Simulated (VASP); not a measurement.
# AlN (Cm) in VASP: further runs

Runs on AlN. Level: r2SCAN. Tasks: single point.

Everything below comes from runs of VASP 6.6.1. Logs are shortened: lines on timing, memory, paths and dates and some standing lists are left out, and cuts for length are marked.

## 1. The cell of the first run

Symmetry: Cm, No. 8, monoclinic system. Conventional cell: a = 5.381 Å, b = 3.107 Å, c = 9.967 Å, α = 90.00°, β = 92.58°, γ = 90.00°. Al (site symmetry m) has 4 N at 1.89 to 1.95 Å within 2.5 Å. Al (site symmetry m) has 4 N at 1.89 to 1.90 Å within 2.5 Å. Within 2.5 Å of Al (site symmetry m) lie 4 N at 1.89 to 1.90 Å. Al (site symmetry m) has 4 N at 1.89 to 1.90 Å within 2.5 Å. N (site symmetry m) has 4 Al at 1.89 to 1.95 Å within 2.5 Å. Within 2.5 Å of N (site symmetry m) lie 4 Al at 1.89 to 1.90 Å. N (site symmetry m) has 4 Al at 1.89 to 1.90 Å within 2.5 Å. Within 2.5 Å of N (site symmetry m) lie 4 Al at 1.89 to 1.90 Å.

## 2. Single point, r2SCAN

Contents of POSCAR:

```
AlN
1.0
   -3.1066653375      0.0000000000      0.0000000000
   -1.5533326688     -2.6904511034      0.0000000000
   -4.2718201724     -2.4663365264      9.9568096770
Al N
4 4
Direct
   -0.4959102334     -0.4959102334      0.9045964511
   -0.0375602334     -0.0375602334      0.4045964511
    0.5249480999      0.5249480999      0.1545964511
    0.0665980999      0.0665980999      0.6545964511
    0.2458769001      0.2458769001      0.0954035489
   -0.2124730999     -0.2124730999      0.5954035489
    0.3500352334      0.3500352334      0.3454035489
   -0.1083147666     -0.1083147666      0.8454035489
```

Contents of INCAR.step1:

```
SYSTEM = AlN
ALGO = Normal ; EDIFF = 1E-4
ENCUT = 520 ; GGA = PE
ISMEAR = 0 ; LASPH = .TRUE.
LCHARG = .FALSE. ; LREAL = .FALSE.
LWAVE = .TRUE. ; NBANDS = 26
NELM = 60 ; PREC = Accurate
SIGMA = 0.05
```

Contents of INCAR.step2:

```
SYSTEM = AlN
ALGO = Normal ; EDIFF = 1E-7
ENCUT = 520 ; ISIF = 2
ISMEAR = 0 ; ISTART = 1
LASPH = .TRUE. ; LCHARG = .FALSE.
LMIXTAU = .TRUE. ; LREAL = .FALSE.
LWAVE = .FALSE. ; METAGGA = R2SCAN
NBANDS = 26 ; NELM = 60
PREC = Accurate ; SIGMA = 0.05
```

Contents of KPOINTS:

```
k-points
0
G
  8 8 3
  0 0 0
```

Potentials or basis: VASP PAW PBE potentials, release 64 (Al, N).

On the command line:

```sh
> cat potpaw_PBE.64/Al/POTCAR potpaw_PBE.64/N/POTCAR > POTCAR
> cp INCAR.step1 INCAR
> mpirun -np 1 vasp_std > vasp.out
> cp INCAR.step2 INCAR
> mpirun -np 1 vasp_std > vasp.out
```

OUTCAR:

```text
SYSTEM = AlN
   EDIFF = 1E-7
   ENCUT = 520
   ISIF = 2
   ISMEAR = 0
   ISTART = 1
   LASPH = .TRUE.
   LREAL = .FALSE.
   METAGGA = R2SCAN
   NELM = 60
   PREC = Accurate

 ion  position               nearest neighbor table
   1  0.504  0.504  0.905-   8 1.89   8 1.89   8 1.89   5 1.95   3 2.83   4 3.07   4 3.07   4 3.07
                             3 3.23   3 3.23
   2  0.962  0.962  0.405-   7 1.89   7 1.89   7 1.89   6 1.90   4 3.07   3 3.07   4 3.07   3 3.07
                             3 3.07   4 3.07
   3  0.525  0.525  0.155-   5 1.89   5 1.89   5 1.89   7 1.90   1 2.83   2 3.07   2 3.07   2 3.07
                             1 3.23   1 3.23
   4  0.067  0.067  0.655-   6 1.89   6 1.89   6 1.89   8 1.90   2 3.07   1 3.07   2 3.07   1 3.07
                             1 3.07   2 3.07
   5  0.246  0.246  0.095-   3 1.89   3 1.89   3 1.89   1 1.95
   6  0.788  0.788  0.595-   4 1.89   4 1.89   4 1.89   2 1.90
   7  0.350  0.350  0.345-   2 1.89   2 1.89   2 1.89   3 1.90
   8  0.892  0.892  0.845-   1 1.89   1 1.89   1 1.89   4 1.90

  LATTYP: Found a base centered monoclinic cell.
 ALAT       =     5.3809022067
 B/A-ratio  =     0.5773502692
 C/A-ratio  =     1.8522718368
 COS(beta)  =    -0.0449718008

  Lattice vectors:

 A1 = (  -3.1066653375,   0.0000000000,   0.0000000000)
 A2 = (  -1.5533326688,  -2.6904511034,   0.0000000000)
 A3 = (   0.3881778339,   0.2241145770,   9.9568096770)

Analysis of symmetry for initial positions (statically):
=====================================================================
 Subroutine PRICEL returns:
 Original cell was already a primitive cell.

 Routine SETGRP: Setting up the symmetry group for a
 base centered monoclinic supercell.

 Subroutine GETGRP returns: Found  2 space group operations
 (whereof  2 operations were pure point group operations)
 out of a pool of  4 trial point group operations.

The static configuration has the point symmetry C_1h.

Analysis of symmetry for dynamics (positions and initial velocities):
=====================================================================
 Subroutine PRICEL returns:
 Original cell was already a primitive cell.

 Routine SETGRP: Setting up the symmetry group for a
 base centered monoclinic supercell.

 Subroutine GETGRP returns: Found  2 space group operations
 (whereof  2 operations were pure point group operations)
 out of a pool of  4 trial point group operations.

The dynamic configuration has the point symmetry C_1h.

 Subroutine INISYM returns: Found  2 space group operations
 (whereof  2 operations are pure point group operations),
 and found     1 'primitive' translations

----------------------------------------------------------------------------------------

                                     Primitive cell

  volume of cell :      83.2223

  direct lattice vectors                    reciprocal lattice vectors
    -3.106665337  0.000000000  0.000000000    -0.321888550  0.185842441 -0.092067643
    -1.553332669 -2.690451103  0.000000000     0.000000000 -0.371684882 -0.092067643
    -4.271820172 -2.466336526  9.956809677     0.000000000  0.000000000  0.100433777

  length of vectors
     3.106665337  3.106665338 11.111675049     0.382917879  0.382917879  0.100433777

  position of ions in fractional coordinates (direct lattice)
     0.504089767  0.504089767  0.904596451
     0.962439767  0.962439767  0.404596451
     0.524948100  0.524948100  0.154596451
     0.066598100  0.066598100  0.654596451
     0.245876900  0.245876900  0.095403549
     0.787526900  0.787526900  0.595403549
     0.350035233  0.350035233  0.345403549
     0.891685233  0.891685233  0.845403549

  ion indices of the primitive-cell ions
   primitive index   ion index
                 1           1
                 2           2
                 3           3
                 4           4
                 5           5
                 6           6
                 7           7
                 8           8

----------------------------------------------------------------------------------------

 KPOINTS: k-points

Automatic generation of k-mesh.
 Grid dimensions read from file:
 generate k-points for:    8    8    3

 Generating k-lattice:

  Cartesian coordinates                     Fractional coordinates (reciprocal lattice)
    -0.040236069  0.023230305 -0.011508455     0.125000000  0.000000000  0.000000000
     0.000000000 -0.046460610 -0.011508455     0.000000000  0.125000000  0.000000000
     0.000000000  0.000000000  0.033477926     0.000000000  0.000000000  0.333333333

  Length of vectors
     0.047864735  0.047864735  0.033477926

  Shift w.r.t. Gamma in fractional coordinates (k-lattice)
     0.000000000  0.000000000  0.000000000

 Subroutine IBZKPT returns following result:
 ===========================================

 Found     57 irreducible k-points:

 Following reciprocal coordinates:
            Coordinates               Weight
  0.000000  0.000000  0.000000      1.000000
  0.125000  0.000000 -0.000000      4.000000
  0.250000  0.000000 -0.000000      4.000000
  0.375000 -0.000000 -0.000000      4.000000
  0.500000  0.000000 -0.000000      2.000000
  0.125000  0.125000  0.000000      2.000000
[... 16 lines left out ...]
  0.125000  0.000000  0.333333      4.000000
  0.250000  0.000000  0.333333      4.000000
 [... further k-points ...]
   k-points           NKPTS =     57   k-points in BZ     NKDIM =     57   number of bands    NBANDS=     26
   number of dos      NEDOS =    301   number of ions     NIONS =      8
   total plane-waves  NPLWV =  48384
   dimension x,y,z NGX =    24 NGY =   24 NGZ =   84
   dimension x,y,z NGXF=    48 NGYF=   48 NGZF=  168
   ions per type =               4   4
   NGX,Y,Z   is equivalent  to a cutoff of  12.84, 12.84, 12.57 a.u.
   NGXF,Y,Z  is equivalent  to a cutoff of  25.69, 25.69, 25.14 a.u.
 SYSTEM =  AlN
   PREC   = accura    normal or accurate (medium, high low for compatibility)
   ISTART =      1    job   : 0-new  1-cont  2-samecut
   ICHARG =      0    charge: 1-file 2-atom 10-const
   ISPIN  =      1    spin polarized calculation?
   LNONCOLLINEAR =      F non collinear calculations
   LSORBIT =      F    spin-orbit coupling
   LASPH  =      T    aspherical Exc in radial PAW
   ENCUT  =  520.0 eV  38.22 Ry    6.18 a.u.   5.78  5.78 20.66*2*pi/ulx,y,z
   NELM   =     60;   NELMIN=  2; NELMDL=  0     # of ELM steps
   EDIFF  = 0.1E-06   stopping-criterion for ELM
   LREAL  =      F    real-space projection
   EDIFFG = 0.1E-05   stopping-criterion for IOM
   NSW    =      0    number of steps for IOM
   IBRION =     -1    ionic relax: 0-MD 1-quasi-New 2-CG
   NFREE  =      0    steps in history (QN), initial steepest desc. (CG)
   ISIF   =      2    stress and relaxation
   ISYM   =      2    0-nonsym 1-usesym 2-fastsym
   POTIM  = 0.5000    time-step for ionic-motion
   TEBEG  =    0.0;   TEEND  =   0.0 temperature during run
   PSTRESS=    0.0 pullay stress
   NELECT =      32.0000    total number of electrons
   NUPDOWN=      -1.0000    fix difference up-down
   EMIN   =  10.00;   EMAX   =-10.00  energy-range for DOS
   EFERMI =   0.00;   METHOD = LEGACY
   ISMEAR =     0;   SIGMA  =   0.05  broadening in eV -4-tet -1-fermi 0-gaus
   EFERMI_NEDOS =   21; number of points for ismear=-14 and -15
   IALGO  =     38    algorithm
   IMIX   =      4    mixing-type and parameters
     AMIX     =   0.40;   BMIX     =  1.00
     AMIX_MAG =   1.60;   BMIX_MAG =  1.00
  volume/ion in A,a.u.               =      10.40        70.20
  Fermi-wavevector in a.u.,A,eV,Ry     =   1.190451  2.249626 19.281821  1.417174
  Thomas-Fermi vector in A             =   2.326535
   LORBIT       =      0    0 simple, 1 ext, 2 COOP (PROOUT), +10 PAW based schemes
   METAGGA = R2SCAN    functional components
   LHFCALC =     F    Hartree Fock is set to
   AEXX    =    0.0000 exact exchange contribution
   IVDW    =     0    specifies the selected vdW correction
   LEPSILON=     F    determine dielectric tensor
   LRPA    =     F    only Hartree local field effects (RPA)
 non-spin polarized calculation
 Gauss-broadening in eV      SIGMA  =   0.05
  energy-cutoff  :      520.00
  volume of cell :       83.22
 maximum number of plane-waves:      2258
   NGX = 11   NGY = 11   NGZ = 41

 number of electron      32.0000000 magnetization

 Free energy of the ion-electron system (eV)
  ---------------------------------------------------
  ext. energy  EPLUGINS =         0.00000000
  ---------------------------------------------------
  free energy    TOTEN  =       -76.66180297 eV

  energy without entropy =      -76.66180297  energy(sigma->0) =      -76.66180297

 E-fermi :   6.2569     XC(G=0): -11.4238

 val. band max:        6.0518126714   @ k =   0.0000   0.0000   0.0000
 cond. band min:      10.7557095826   @ k =   0.0000   0.0000   0.0000
 fundamental gap:      4.7038969112
 Fermi energy:         6.2568872832

 k-point     1 :       0.0000    0.0000    0.0000
  band No.  band energies     occupation
      1     -10.0473      2.00000
      2      -9.1620      2.00000
      3      -9.1487      2.00000
      4      -7.9178      2.00000
      5      -0.1294      2.00000
      6       2.5466      2.00000
[... 18 lines left out ...]
     25      18.0787      0.00000
     26      18.2187      0.00000

 k-point     2 :       0.1250    0.0000   -0.0000
  band No.  band energies     occupation
      1      -9.8351      2.00000
      2      -9.1552      2.00000
      3      -8.8042      2.00000
      4      -7.8320      2.00000
      5       0.1547      2.00000
      6       2.0574      2.00000
[... 18 lines left out ...]
     25      18.2969      0.00000
     26      18.4436      0.00000

 k-point     3 :       0.2500    0.0000   -0.0000
  band No.  band energies     occupation
      1      -9.2478      2.00000
      2      -8.8136      2.00000
      3      -8.2179      2.00000
      4      -7.6251      2.00000
      5       0.8784      2.00000
      6       1.4199      2.00000
[... 572 lines left out ...]
 k-point    23 :       0.1250    0.0000    0.3333
  band No.  band energies     occupation
      1      -9.8024      2.00000
      2      -9.2990      2.00000
      3      -8.6365      2.00000
      4      -7.8923      2.00000
      5       0.2579      2.00000
      6       1.7248      2.00000
[... 18 lines left out ...]
     25      18.2499      0.00000
     26      18.5035      0.00000

 k-point    24 :       0.2500    0.0000    0.3333
  band No.  band energies     occupation
      1      -9.2828      2.00000
      2      -8.6649      2.00000
      3      -8.3849      2.00000
      4      -7.5703      2.00000
      5       0.8210      2.00000
      6       1.7271      2.00000
[... 18 lines left out ...]
     25      17.9575      0.00000
     26      18.3693      0.00000

 [... further k-points ...]
[... 5 lines left out ...]
  --------------------------------------------------------------------------------------
  -------------------------------------------------------------------------------------
  Total       -0.9978371     -0.2174924      0.0387872     -0.6757983     -1.1885335     -2.0586000
  in kB      -19.2101357     -4.1871148      0.7467224    -13.0103177    -22.8813812    -39.6317061
  external PRESSURE =      -7.5501760 kB  Pullay stress =       0.0000000 kB

 VOLUME and BASIS-vectors are now :
 -----------------------------------------------------------------------------
  energy-cutoff  :      520.00
  volume of cell :       83.22
      direct lattice vectors                 reciprocal lattice vectors
    -3.106665337  0.000000000  0.000000000    -0.321888550  0.185842441 -0.092067643
    -1.553332669 -2.690451103  0.000000000     0.000000000 -0.371684882 -0.092067643
    -4.271820172 -2.466336526  9.956809677     0.000000000  0.000000000  0.100433777

 POSITION                                       TOTAL-FORCE (eV/Angst)
 -----------------------------------------------------------------------------------
     -6.21333     -3.58727      9.00689         0.851046      0.491352      0.102364
     -6.21333     -3.58727      4.02849        -0.010927     -0.006309     -0.018912
     -3.10667     -1.79363      1.53929        -0.237833     -0.137313      0.291673
     -3.10667     -1.79363      6.51769         0.022685      0.013097     -0.024609
     -1.55333     -0.89682      0.94991        -0.676654     -0.390667     -0.305019
     -6.21333     -3.58727      5.92832        -0.003392     -0.001959      0.011123
     -3.10667     -1.79363      3.43912        -0.016070     -0.009278      0.016979
     -7.76666     -4.48409      8.41752         0.071146      0.041076     -0.073599
 -----------------------------------------------------------------------------------
    total drift:                                0.008162      0.004712      0.017788

  FREE ENERGIE OF THE ION-ELECTRON SYSTEM (eV)
  ---------------------------------------------------
  free  energy   TOTEN  =       -76.6618029679 eV

  energy  without entropy=      -76.6618029679  energy(sigma->0) =      -76.66180297
```

Run time: 5.9 min. Hardware: 1 thread of Intel Xeon 6975P-C, shared host; peak memory 0.27 GiB.

What came out:

| Item | Value |
| --- | --- |
| Free energy | -76.6618 eV |
| Pressure | -0.8 GPa |
| Largest force | 0.988 eV/Å |
| Band gap on the k mesh | 4.70 eV, direct |

Forces in eV/Å, atoms in the order of the input:
```
Al   0.851  0.491  0.102
Al  -0.011 -0.006 -0.019
Al  -0.238 -0.137  0.292
Al   0.023  0.013 -0.025
N   -0.677 -0.391 -0.305
N   -0.003 -0.002  0.011
N   -0.016 -0.009  0.017
N    0.071  0.041 -0.074
```

Stress tensor (GPa, compression positive):
```
-1.92 -1.30 -3.96
-1.30 -0.42 -2.29
-3.96 -2.29  0.07
```

Levels at points of the mesh, in eV from the valence-band top:
| k point | band 13 | band 14 | band 15 | band 16 | band 17 | band 18 | band 19 | band 20 |
| --- | --- | --- | --- | --- | --- | --- | --- | --- |
| (0.00, 0.00, 0.00) | -0.62 | -0.42 | -0.25 | 0.00 | 4.70 | 6.94 | 7.13 | 7.41 |
| (0.50, 0.00, 0.00) | -1.57 | -1.26 | -1.06 | -1.00 | 5.43 | 5.85 | 6.38 | 6.47 |
| (0.50, 0.50, 0.00) | -1.62 | -1.60 | -1.21 | -0.81 | 5.46 | 6.05 | 6.17 | 6.63 |

Caveat: the PAW data sets were made with another functional, which shifts forces and pressure a little. A k mesh can miss the band edges.

## 3. Single point, r2SCAN

This run uses another cell than the first one, of the same volume but with other edges.

Contents of POSCAR:

```
AlN
1.0
   -3.1066653375      0.0000000000      0.0000000000
   -1.5533326688     -2.6904511034      0.0000000000
   -0.3881778339     -0.2241145769      9.9568096770
Al N
4 4
Direct
    0.2579804490      0.2579804490      0.9045964511
    0.2996304490      0.2996304490      0.4045964511
    0.6537887823      0.6537887823      0.1545964511
    0.6121387823      0.6121387823      0.6545964511
    0.3253862177      0.3253862177      0.0954035489
    0.2837362177      0.2837362177      0.5954035489
    0.6378945510      0.6378945510      0.3454035489
    0.5962445510      0.5962445510      0.8454035489
```

Contents of INCAR.step1:

```
SYSTEM = AlN
PREC = Accurate ; ENCUT = 520
ISMEAR = 0 ; SIGMA = 0.05
LREAL = .False. ; LASPH = .True.
NELM = 80 ; NBANDS = 26
GGA = PE ; ALGO = Normal
EDIFF = 1E-4 ; LWAVE = .True.
LCHARG = .False.
```

Contents of INCAR.step2:

```
SYSTEM = AlN
PREC = Accurate ; ENCUT = 520
EDIFF = 1E-6 ; ISMEAR = 0
SIGMA = 0.05 ; LREAL = .False.
LASPH = .True. ; NELM = 80
ALGO = Normal ; ISIF = 2
LWAVE = .False. ; LCHARG = .True.
METAGGA = R2SCAN ; LMIXTAU = .True.
LELF = .True. ; LVHAR = .True.
NBANDS = 26 ; ISTART = 1
```

Contents of KPOINTS:

```
Automatic mesh
0
Gamma
  8 8 3
  0 0 0
```

Potentials or basis: VASP PAW PBE potentials, release 64 (Al, N).

On the command line:

```sh
> cat potpaw_PBE.64/Al/POTCAR potpaw_PBE.64/N/POTCAR > POTCAR
> cp INCAR.step1 INCAR
> mpirun -np 1 vasp_std > vasp.out
> cp INCAR.step2 INCAR
> mpirun -np 1 vasp_std > vasp.out
```

Run time: 2.5 min. Hardware: 1 thread of Intel Xeon 6975P-C (Granite Rapids), shared host; peak memory 0.26 GiB.

It converged, with:

```yaml
Free_energy: -76.6523 eV
Pressure: -0.7 GPa
Largest_force: 1.044 eV/Å
Band_gap_on_the_k_mesh: 4.62 eV, direct
```

Forces in eV/Å, atoms in the order of the input:
```
Al  -0.670 -0.387  0.181
Al   0.010  0.006 -0.030
Al   0.077  0.045  0.218
Al  -0.043 -0.025 -0.045
N    0.880  0.508 -0.242
N   -0.004 -0.002  0.018
N    0.032  0.018  0.026
N   -0.282 -0.163 -0.126
```

Stress tensor (GPa, compression positive):
```
-1.19 -0.05  4.49
-0.05 -1.12  2.59
 4.49  2.59  0.09
```

Levels at points of the mesh, in eV from the valence-band top:
| k point | band 12 | band 13 | band 14 | band 15 | band 16 | band 17 | band 18 | band 19 | band 20 | band 21 |
| --- | --- | --- | --- | --- | --- | --- | --- | --- | --- | --- |
| (0.00, 0.00, 0.00) | -0.77 | -0.69 | -0.48 | -0.46 | 0.00 | 4.62 | 6.88 | 7.05 | 7.35 | 10.97 |
| (0.50, 0.00, 0.00) | -1.80 | -1.73 | -1.67 | -1.34 | -0.83 | 5.62 | 5.84 | 6.10 | 6.45 | 8.46 |
| (0.50, 0.50, 0.00) | -1.72 | -1.70 | -1.64 | -1.13 | -0.92 | 5.45 | 5.72 | 6.28 | 6.66 | 8.90 |

Caveat: the PAW data sets were made with another functional, which shifts forces and pressure a little.

## 4. Single point, r2SCAN

This run uses another cell than the first one, of the same volume but with other edges.

Contents of POSCAR:

```
AlN
1.0
   -3.1066653375      0.0000000000      0.0000000000
   -1.5533326688     -2.6904511034      0.0000000000
   -1.1649995016     -0.6726127758      9.9568096770
Al N
4 4
Direct
    0.1071842206      0.1071842206      0.9045964511
    0.2321842206      0.2321842206      0.4045964511
    0.6280175539      0.6280175539      0.1545964511
    0.5030175539      0.5030175539      0.6545964511
    0.3094824461      0.3094824461      0.0954035489
    0.1844824461      0.1844824461      0.5954035489
    0.5803157794      0.5803157794      0.3454035489
    0.4553157794      0.4553157794      0.8454035489
```

Contents of INCAR.step1:

```
PREC = Accurate ; ENCUT = 520
ISMEAR = 0 ; SIGMA = 0.05
LREAL = False ; LASPH = True
NELM = 60 ; NBANDS = 26
GGA = PE ; ALGO = Normal
EDIFF = 1E-4 ; LWAVE = True
LCHARG = False
```

Contents of INCAR.step2:

```
PREC = Accurate ; ENCUT = 520
EDIFF = 1E-6 ; ISMEAR = 0
SIGMA = 0.05 ; LREAL = False
LASPH = True ; NELM = 60
ALGO = Normal ; ISIF = 2
LWAVE = False ; LCHARG = True
METAGGA = R2SCAN ; LMIXTAU = True
LELF = True ; LVHAR = True
NBANDS = 26 ; ISTART = 1
```

Contents of KPOINTS:

```
Automatic mesh
0
Gamma
  8 8 3
```

On the command line:

```sh
> cat potpaw_PBE.64/Al/POTCAR potpaw_PBE.64/N/POTCAR > POTCAR
> cp INCAR.step1 INCAR
> mpirun -np 1 vasp_std > vasp.out
> cp INCAR.step2 INCAR
> mpirun -np 1 vasp_std > vasp.out
```

Run time: 3.1 min. Hardware: 1 thread of Intel Xeon 6975P-C (Granite Rapids), shared host; peak memory 0.26 GiB.

Results (log left out):

```yaml
Free_energy: -75.1083 eV
Pressure: -1.2 GPa
Largest_force: 1.602 eV/Å
Band_gap_on_the_k_mesh: 3.52 eV, direct
```

Forces on the atoms (eV/Å):
```
Al  -0.649 -0.375  0.118
Al   0.012  0.007 -0.182
Al  -0.097 -0.056  0.881
Al  -0.073 -0.042 -0.306
N    1.339  0.773  0.422
N   -0.014 -0.008  0.102
N    0.064  0.037  0.154
N   -0.580 -0.335 -1.190
```

Stress tensor (GPa, compression positive):
```
-6.75 -1.69  6.21
-1.69 -4.79  3.58
 6.21  3.58  7.88
```

Levels at points of the mesh, in eV from the valence-band top:
| k point | band 13 | band 14 | band 15 | band 16 | band 17 | band 18 | band 19 | band 20 |
| --- | --- | --- | --- | --- | --- | --- | --- | --- |
| (0.00, 0.00, 0.00) | -0.88 | -0.81 | -0.77 | 0.00 | 3.52 | 5.98 | 6.59 | 7.23 |
| (0.50, 0.00, 0.00) | -2.16 | -1.72 | -1.46 | -0.57 | 4.31 | 4.99 | 5.78 | 6.27 |
| (0.50, 0.50, 0.00) | -2.05 | -1.90 | -1.26 | -0.27 | 3.98 | 4.80 | 5.93 | 6.67 |

Caveat: the PAW data sets were made with another functional, which shifts forces and pressure a little. A k mesh can miss the band edges.

[end of part 1 of 2]
